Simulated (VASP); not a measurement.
Set up this calculation in VASP 6.6.1, as the native input.

```yaml
Task: single point
Functional: LDA
Potentials_or_basis: VASP PAW LDA potentials, release 64 (In_d, As)
Cutoff: 520 eV
k_mesh: 6 × 6 × 6
Occupations: fermi-dirac, width 0.05 eV
Spin: no spin polarisation
Dipole_correction: no
Further_INCAR_settings: ALGO = Fast; EDIFF = 1e-06; NBANDS = 30
```

The structure of In3As lies in POSCAR:

```
In3As
1.0
    4.7331575368      0.0000000000      0.0000000000
    0.0000000000      4.7331575368      0.0000000000
    0.0000000000      0.0000000000      4.7331575368
In As
3 1
Direct
    0.5000000000      0.5000000000      0.0000000000
    0.5000000000      0.0000000000      0.5000000000
    0.0000000000      0.5000000000      0.5000000000
    0.0000000000      0.0000000000      0.0000000000
```

One way to write it, as run:

INCAR

```
ALGO     = Fast           # electronic algorithm
EDIFF    = 1E-6           # SCF threshold, eV
ENCUT    = 520            # plane-wave cutoff, eV
ISIF     = 2              # what is computed and relaxed
ISMEAR   = -1             # smearing method
LASPH    = True           # aspherical terms in the spheres
LCHARG   = False          # write CHGCAR
LREAL    = False          # projectors in reciprocal space
LWAVE    = False          # write WAVECAR
NBANDS   = 30             # bands
NELM     = 100            # most SCF steps
PREC     = Accurate       # precision mode
SIGMA    = 0.05           # smearing width, eV
```

KPOINTS

```
k-points
0
Gamma
  6 6 6
```

Potentials or basis: VASP PAW LDA potentials, release 64 (In_d, As).

Run with:

```console
$ cat potpaw_LDA.64/In_d/POTCAR potpaw_LDA.64/As/POTCAR > POTCAR
$ mpirun -np 1 vasp_std > vasp.out
```

Results of the run:

```yaml
Pressure: -5.1 GPa
Band_gap_on_the_k_mesh: zero (bands 22 and 23 overlap by 3.55 eV)
```

Caveat: the cell stands under tension; spin-orbit coupling is left out, which moves the levels of the heavy elements.

Wall time 94 s on 1 thread of Intel Xeon 8259CL, on a shared host, peak memory 0.2 GiB.
